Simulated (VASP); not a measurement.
# Ti: relaxation of cell and atoms with PBE

Ti:

```
Ti
1.0
     2.95000    0.00000    0.00000
    -1.47500    2.55477    0.00000
     0.00000    0.00000    4.68600
Ti
2
Direct
  0.33333 0.66667 0.25000
  0.66667 0.33333 0.75000
```

* Program: VASP 6.6.1
* Task: relaxation of cell and atoms
* Functional: PBE
* Potentials or basis: VASP PAW PBE potentials, release 64 (Ti_sv)
* Cutoff: 600 eV
* k mesh: 18 × 18 × 10
* Occupations: gaussian, width 0.1 eV
* Spin: no spin polarisation
* Dipole correction: no
* Further INCAR settings: ALGO = Fast; EDIFF = 1e-07; IBRION = 2; EDIFFG = -0.005; NSW = 100; ISIF = 3

```yaml
Relaxed_volume: 17.35 Å³/atom
Relaxed_cell: a = 2.937 Å, b = 2.937 Å, c = 4.646 Å, α = 90.00°, β = 90.00°, γ = 120.00°
Space_group_after_relaxing_to_0.1_Å: P6_3/mmc (No. 194)
Energy_gained_by_relaxing: 2.0 meV/atom
Ionic_steps: 9
Pressure_after_relaxing: 0.0 GPa
Band_gap_on_the_k_mesh: zero (bands 12 and 13 overlap by 1.10 eV)
```

The path:
| step | energy change (eV) | largest force (eV/Å) | pressure (GPa) | volume (Å³) |
| --- | --- | --- | --- | --- |
| 1 | 0.0000 | 0.0000 | -2.10 | 35.32 |
| 2 | 0.4861 | 0.0000 | 1.80 | 34.15 |
| 3 | -0.0039 | 0.0000 | 0.07 | 34.67 |
| 4 | -0.0039 | 0.0000 | 0.06 | 34.68 |
| 5 | -0.0039 | 0.0000 | -0.13 | 34.74 |
| 6 | -0.0039 | 0.0000 | -0.04 | 34.70 |
| 7 | -0.0039 | 0.0000 | -0.02 | 34.70 |
| 8 | -0.0039 | 0.0000 | -0.03 | 34.70 |
| 9 | -0.0039 | 0.0000 | -0.02 | 34.70 |

Final structure:
```xyz
2
Lattice="2.9367 0.0000 0.0000 -1.4684 2.5433 0.0000 0.0000 0.0000 4.6461" Properties=species:S:1:pos:R:3 pbc="T T T"
Ti    0.0000    1.6955    1.1615
Ti    1.4684    0.8478    3.4846
```

Levels at points of the mesh, in eV from the Fermi level:
| k point | band 9 | band 10 | band 11 | band 12 | band 13 | band 14 | band 15 | band 16 |
| --- | --- | --- | --- | --- | --- | --- | --- | --- |
| (0.00, 0.00, 0.00) | -6.22 | -2.70 | 0.76 | 0.76 | 0.77 | 0.88 | 1.26 | 1.26 |
| (0.50, 0.00, 0.00) | -2.36 | -2.17 | -1.86 | -0.64 | 0.46 | 0.62 | 1.17 | 3.33 |
| (0.00, 0.00, 0.50) | -4.36 | -4.36 | 0.08 | 0.08 | 0.67 | 0.67 | 0.67 | 0.67 |
| (0.50, 0.00, 0.50) | -2.56 | -2.56 | -0.82 | -0.82 | 1.32 | 1.32 | 1.72 | 1.72 |

Run time: 30 min on 1 thread of Intel(R) Xeon(R) Platinum 8259CL CPU @ 2.50GHz (Skylake/Cascade Lake), with other jobs on the host, peak memory 0.29 GiB.
